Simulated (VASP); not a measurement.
# B (Im-3m) in VASP: further runs

The runs below take B through single point, with r2SCAN.

Everything below comes from runs of VASP 6.6.1. Logs are shortened: lines on timing, memory, paths and dates and some standing lists are left out, and cuts for length are marked.

**1. The cell of the first run**

Symmetry: Im-3m, No. 229, cubic system. Conventional cell: a = 2.295 Å, b = 2.295 Å, c = 2.295 Å, α = 90.00°, β = 90.00°, γ = 90.00°. B (site symmetry m-3m) has 14 B at 1.99 to 2.29 Å within 2.6 Å.

**2. Single point, r2SCAN**

File POSCAR:

```
B
1.0
   -1.1474615458      1.1474615458      1.1474615458
    1.1474615458     -1.1474615458      1.1474615458
    1.1474615458      1.1474615458     -1.1474615458
B
1
Direct
    0.0000000000      0.0000000000      0.0000000000
```

File INCAR.step1:

```
SYSTEM = B
ALGO     = Normal         ! electronic algorithm
EDIFF    = 1E-4           ! SCF threshold, eV
ENCUT    = 520            ! plane-wave cutoff, eV
GGA      = PE             ! functional
ISMEAR   = -1             ! smearing method
LASPH    = .True.         ! aspherical terms in the spheres
LCHARG   = .False.        ! write CHGCAR
LREAL    = .False.        ! projectors in reciprocal space
LWAVE    = .True.         ! write WAVECAR
NBANDS   = 8              ! bands
NELM     = 100            ! most SCF steps
PREC     = Accurate       ! precision mode
SIGMA    = 0.1            ! smearing width, eV
```

File INCAR.step2:

```
SYSTEM = B
ALGO     = Normal         ! electronic algorithm
EDIFF    = 1E-7           ! SCF threshold, eV
ENCUT    = 520            ! plane-wave cutoff, eV
ISIF     = 2              ! what is computed and relaxed
ISMEAR   = -1             ! smearing method
ISTART   = 1            
LASPH    = .True.         ! aspherical terms in the spheres
LCHARG   = .True.         ! write CHGCAR
LELF     = .True.         ! ELF
LMIXTAU  = .True.       
LREAL    = .False.        ! projectors in reciprocal space
LVHAR    = .True.       
LWAVE    = .False.        ! write WAVECAR
METAGGA  = R2SCAN         ! meta-GGA
NBANDS   = 8              ! bands
NELM     = 100            ! most SCF steps
PREC     = Accurate       ! precision mode
SIGMA    = 0.1            ! smearing width, eV
```

File KPOINTS:

```
k-points
0
Gamma
  18 18 18
  0 0 0
```

Potentials or basis: VASP PAW PBE potentials, release 64 (B).

Started as:

```console
$ cat potpaw_PBE.64/B/POTCAR > POTCAR
$ cp INCAR.step1 INCAR
$ mpirun -np 1 vasp_std > vasp.out
$ cp INCAR.step2 INCAR
$ mpirun -np 1 vasp_std > vasp.out
```

OUTCAR:

```text
SYSTEM = B
   EDIFF = 1E-7
   ENCUT = 520
   ISIF = 2
   ISMEAR = -1
   ISTART = 1
   LASPH = .True.
   LREAL = .False.
   METAGGA = R2SCAN
   NELM = 100
   PREC = Accurate

 ion  position               nearest neighbor table
   1  0.000  0.000  0.000-

  LATTYP: Found a body centered cubic cell.
 ALAT       =     2.2949230916

  Lattice vectors:

 A1 = (  -1.1474615458,   1.1474615458,   1.1474615458)
 A2 = (   1.1474615458,  -1.1474615458,   1.1474615458)
 A3 = (   1.1474615458,   1.1474615458,  -1.1474615458)

Analysis of symmetry for initial positions (statically):
=====================================================================
 Subroutine PRICEL returns:
 Original cell was already a primitive cell.

 Routine SETGRP: Setting up the symmetry group for a
 body centered cubic supercell.

 Subroutine GETGRP returns: Found 48 space group operations
 (whereof 48 operations were pure point group operations)
 out of a pool of 48 trial point group operations.

The static configuration has the point symmetry O_h .

Analysis of symmetry for dynamics (positions and initial velocities):
=====================================================================
 Subroutine PRICEL returns:
 Original cell was already a primitive cell.

 Routine SETGRP: Setting up the symmetry group for a
 body centered cubic supercell.

 Subroutine GETGRP returns: Found 48 space group operations
 (whereof 48 operations were pure point group operations)
 out of a pool of 48 trial point group operations.

The dynamic configuration has the point symmetry O_h .

 Subroutine INISYM returns: Found 48 space group operations
 (whereof 48 operations are pure point group operations),
 and found     1 'primitive' translations

----------------------------------------------------------------------------------------

                                     Primitive cell

  volume of cell :       6.0433

  direct lattice vectors                    reciprocal lattice vectors
    -1.147461546  1.147461546  1.147461546     0.000000000  0.435744450  0.435744450
     1.147461546 -1.147461546  1.147461546     0.435744450  0.000000000  0.435744450
     1.147461546  1.147461546 -1.147461546     0.435744450  0.435744450  0.000000000

  length of vectors
     1.987461697  1.987461697  1.987461697     0.616235711  0.616235711  0.616235711

  position of ions in fractional coordinates (direct lattice)
     0.000000000  0.000000000  0.000000000

  ion indices of the primitive-cell ions
   primitive index   ion index
                 1           1

----------------------------------------------------------------------------------------

 KPOINTS: k-points

Automatic generation of k-mesh.
 Grid dimensions read from file:
 generate k-points for:   18   18   18

 Generating k-lattice:

  Cartesian coordinates                     Fractional coordinates (reciprocal lattice)
     0.000000000  0.024208025  0.024208025     0.055555556  0.000000000  0.000000000
     0.024208025  0.000000000  0.024208025     0.000000000  0.055555556  0.000000000
     0.024208025  0.024208025  0.000000000     0.000000000  0.000000000  0.055555556

  Length of vectors
     0.034235317  0.034235317  0.034235317

  Shift w.r.t. Gamma in fractional coordinates (k-lattice)
     0.000000000  0.000000000  0.000000000

 Subroutine IBZKPT returns following result:
 ===========================================

 Found    195 irreducible k-points:

 Following reciprocal coordinates:
            Coordinates               Weight
  0.000000  0.000000  0.000000      1.000000
  0.055556  0.000000  0.000000     12.000000
  0.111111  0.000000  0.000000     12.000000
  0.166667  0.000000  0.000000     12.000000
  0.222222  0.000000  0.000000     12.000000
  0.277778  0.000000  0.000000     12.000000
[... 16 lines left out ...]
  0.333333  0.111111 -0.000000     48.000000
  0.388889  0.111111  0.000000     48.000000
 [... further k-points ...]
   k-points           NKPTS =    195   k-points in BZ     NKDIM =    195   number of bands    NBANDS=      8
   number of dos      NEDOS =    301   number of ions     NIONS =      1
   total plane-waves  NPLWV =   4096
   dimension x,y,z NGX =    16 NGY =   16 NGZ =   16
   dimension x,y,z NGXF=    32 NGYF=   32 NGZF=   32
   ions per type =               1
   NGX,Y,Z   is equivalent  to a cutoff of  13.38, 13.38, 13.38 a.u.
   NGXF,Y,Z  is equivalent  to a cutoff of  26.77, 26.77, 26.77 a.u.
 SYSTEM =  B
   PREC   = accura    normal or accurate (medium, high low for compatibility)
   ISTART =      1    job   : 0-new  1-cont  2-samecut
   ICHARG =      0    charge: 1-file 2-atom 10-const
   ISPIN  =      1    spin polarized calculation?
   LNONCOLLINEAR =      F non collinear calculations
   LSORBIT =      F    spin-orbit coupling
   LASPH  =      T    aspherical Exc in radial PAW
   ENCUT  =  520.0 eV  38.22 Ry    6.18 a.u.   3.70  3.70  3.70*2*pi/ulx,y,z
   NELM   =    100;   NELMIN=  2; NELMDL=  0     # of ELM steps
   EDIFF  = 0.1E-06   stopping-criterion for ELM
   LREAL  =      F    real-space projection
   EDIFFG = 0.1E-05   stopping-criterion for IOM
   NSW    =      0    number of steps for IOM
   IBRION =     -1    ionic relax: 0-MD 1-quasi-New 2-CG
   NFREE  =      0    steps in history (QN), initial steepest desc. (CG)
   ISIF   =      2    stress and relaxation
   ISYM   =      2    0-nonsym 1-usesym 2-fastsym
   POTIM  = 0.5000    time-step for ionic-motion
   TEBEG  =    0.0;   TEEND  =   0.0 temperature during run
   PSTRESS=    0.0 pullay stress
   NELECT =       3.0000    total number of electrons
   NUPDOWN=      -1.0000    fix difference up-down
   EMIN   =  10.00;   EMAX   =-10.00  energy-range for DOS
   EFERMI =   0.00;   METHOD = LEGACY
   ISMEAR =    -1;   SIGMA  =   0.10  broadening in eV -4-tet -1-fermi 0-gaus
   EFERMI_NEDOS =   21; number of points for ismear=-14 and -15
   IALGO  =     38    algorithm
   IMIX   =      4    mixing-type and parameters
     AMIX     =   0.40;   BMIX     =  1.00
     AMIX_MAG =   1.60;   BMIX_MAG =  1.00
  volume/ion in A,a.u.               =       6.04        40.78
  Fermi-wavevector in a.u.,A,eV,Ry     =   1.296255  2.449567 22.861557  1.680277
  Thomas-Fermi vector in A             =   2.427723
   LORBIT       =      0    0 simple, 1 ext, 2 COOP (PROOUT), +10 PAW based schemes
   METAGGA = R2SCAN    functional components
   LHFCALC =     F    Hartree Fock is set to
   AEXX    =    0.0000 exact exchange contribution
   IVDW    =     0    specifies the selected vdW correction
   LEPSILON=     F    determine dielectric tensor
   LRPA    =     F    only Hartree local field effects (RPA)
 non-spin polarized calculation
  energy-cutoff  :      520.00
  volume of cell :        6.04
 maximum number of plane-waves:       177
   NGX =  7   NGY =  7   NGZ =  7

 number of electron       3.0000000 magnetization

 Free energy of the ion-electron system (eV)
  ---------------------------------------------------
  ext. energy  EPLUGINS =         0.00000000
  ---------------------------------------------------
  free energy    TOTEN  =        -5.50981176 eV

  energy without entropy =       -5.50282449  energy(sigma->0) =       -5.50631813

 E-fermi :  10.3634     XC(G=0): -14.0604

 val. band max:       10.2406937519   @ k =  -0.4444   0.4444   0.3333
 cond. band min:      10.3889113745   @ k =   0.2778   0.1111   0.1111
 fundamental gap:      0.1482176226
 Fermi energy:        10.3634491363

 k-point     1 :       0.0000    0.0000    0.0000
  band No.  band energies     occupation
      1      -9.8436      2.00000
      2      27.5835      0.00000
      3      27.5835      0.00000
      4      27.5835      0.00000
      5      46.0348      0.00000
      6      46.0348      0.00000
      7      46.0348      0.00000
      8      50.1274      0.00000

 k-point     2 :       0.0556    0.0000    0.0000
  band No.  band energies     occupation
      1      -9.6924      2.00000
      2      27.0613      0.00000
      3      27.1920      0.00000
      4      27.4850      0.00000
      5      44.5924      0.00000
      6      44.6720      0.00000
      7      46.7777      0.00000
      8      48.4187      0.00000

 k-point     3 :       0.1111    0.0000    0.0000
  band No.  band energies     occupation
      1      -9.2390      2.00000
      2      25.4757      0.00000
      3      26.1869      0.00000
      4      27.1965      0.00000
      5      41.6853      0.00000
      6      42.3411      0.00000
      7      47.5531      0.00000
      8      48.8325      0.00000

 k-point     4 :       0.1667    0.0000    0.0000
  band No.  band energies     occupation
      1      -8.4843      2.00000
      2      22.9113      0.00000
      3      24.8938      0.00000
      4      26.7468      0.00000
      5      39.5511      0.00000
      6      40.0976      0.00000
      7      46.9387      0.00000
      8      50.3949      0.00000

 k-point     5 :       0.2222    0.0000    0.0000
  band No.  band energies     occupation
      1      -7.4303      2.00000
      2      19.6908      0.00000
      3      23.5711      0.00000
      4      26.1905      0.00000
      5      38.1375      0.00000
      6      38.3297      0.00000
      7      46.9714      0.00000
      8      52.3386      0.00000
[... 177 lines left out ...]
 k-point    22 :       0.2778    0.1111    0.0000
  band No.  band energies     occupation
      1      -4.0006      2.00000
      2      13.0627      0.00000
      3      19.4091      0.00000
      4      23.4954      0.00000
      5      37.4855      0.00000
      6      38.4037      0.00000
      7      48.6378      0.00000
      8      56.2551      0.00000

 k-point    23 :       0.3333    0.1111   -0.0000
  band No.  band energies     occupation
      1      -2.1317      2.00000
      2       9.8162      1.99163
      3      18.7011      0.00000
      4      22.9465      0.00000
      5      36.9645      0.00000
      6      38.6569      0.00000
      7      49.7933      0.00000
      8      54.8388      0.00000

 k-point    24 :       0.3889    0.1111    0.0000
  band No.  band energies     occupation
      1      -0.1812      2.00000
      2       7.0130      2.00000
      3      18.2702      0.00000
      4      22.6003      0.00000
      5      36.6290      0.00000
      6      38.9069      0.00000
      7      51.0531      0.00000
      8      53.5176      0.00000

 [... further k-points ...]
[... 5 lines left out ...]
  --------------------------------------------------------------------------------------
  -------------------------------------------------------------------------------------
  Total       -0.0098334     -0.0098334     -0.0098334      0.0000000      0.0000000      0.0000000
  in kB       -2.6069911     -2.6069911     -2.6069911      0.0000000      0.0000000      0.0000000
  external PRESSURE =      -2.6069911 kB  Pullay stress =       0.0000000 kB

 VOLUME and BASIS-vectors are now :
 -----------------------------------------------------------------------------
  energy-cutoff  :      520.00
  volume of cell :        6.04
      direct lattice vectors                 reciprocal lattice vectors
    -1.147461546  1.147461546  1.147461546     0.000000000  0.435744450  0.435744450
     1.147461546 -1.147461546  1.147461546     0.435744450  0.000000000  0.435744450
     1.147461546  1.147461546 -1.147461546     0.435744450  0.435744450  0.000000000

 POSITION                                       TOTAL-FORCE (eV/Angst)
 -----------------------------------------------------------------------------------
      0.00000      0.00000      0.00000         0.000000      0.000000      0.000000
 -----------------------------------------------------------------------------------
    total drift:                               -0.000000      0.000000     -0.000000

  FREE ENERGIE OF THE ION-ELECTRON SYSTEM (eV)
  ---------------------------------------------------
  free  energy   TOTEN  =        -5.5098117604 eV

  energy  without entropy=       -5.5028244905  energy(sigma->0) =       -5.50631813
```

Run time: 9.9 s. Hardware: 1 thread of Intel Xeon 6975P-C (Granite Rapids), shared host; peak memory 0.11 GiB.

What came out:

| Property | Result |
| --- | --- |
| Free energy | -5.5098 eV |
| Pressure | -0.3 GPa |

Caveat: the PAW data sets were made with another functional, which shifts forces and pressure a little.

**3. Single point, r2SCAN (volume scaled by 0.88)**

File POSCAR:

```
B
1.0
   -1.0995940071      1.0995940071      1.0995940071
    1.0995940071     -1.0995940071      1.0995940071
    1.0995940071      1.0995940071     -1.0995940071
B
1
Direct
    0.0000000000      0.0000000000      0.0000000000
```

File INCAR.step1:

```
PREC = Accurate ; ENCUT = 520
ISMEAR = -1 ; SIGMA = 0.1
LREAL = False ; LASPH = True
NELM = 80 ; NBANDS = 8
GGA = PE ; ALGO = Normal
EDIFF = 1E-4 ; LWAVE = True
LCHARG = False
```

File INCAR.step2:

```
PREC = Accurate ; ENCUT = 520
EDIFF = 1E-6 ; ISMEAR = -1
SIGMA = 0.1 ; LREAL = False
LASPH = True ; NELM = 80
ALGO = Normal ; ISIF = 2
LWAVE = False ; LCHARG = False
METAGGA = R2SCAN ; LMIXTAU = True
NBANDS = 8 ; ISTART = 1
```

File KPOINTS:

```
Automatic mesh
0
Gamma
  21 21 21
```

Potentials or basis: VASP PAW PBE potentials, release 64 (B).

Started as:

```console
$ cat potpaw_PBE.64/B/POTCAR > POTCAR
$ cp INCAR.step1 INCAR
$ mpirun -np 1 vasp_std > vasp.out
$ cp INCAR.step2 INCAR
$ mpirun -np 1 vasp_std > vasp.out
```

Run time: 8.8 s. Hardware: 1 thread of Intel Xeon 6975P-C (Granite Rapids), shared host; peak memory 0.11 GiB.

It converged, with:

```
Free energy : -5.4275 eV
Pressure    : 39.6 GPa
```

Levels at points of the mesh, in eV from the Fermi level:
```csv
k point,band 1,band 2,band 3,band 4,band 5
"(0.00, 0.00, 0.00)",-21.81,19.27,19.27,19.27,38.36
```

Caveat: the PAW data sets were made with another functional, which shifts forces and pressure a little.

(Part 1 of 2 ends here.)
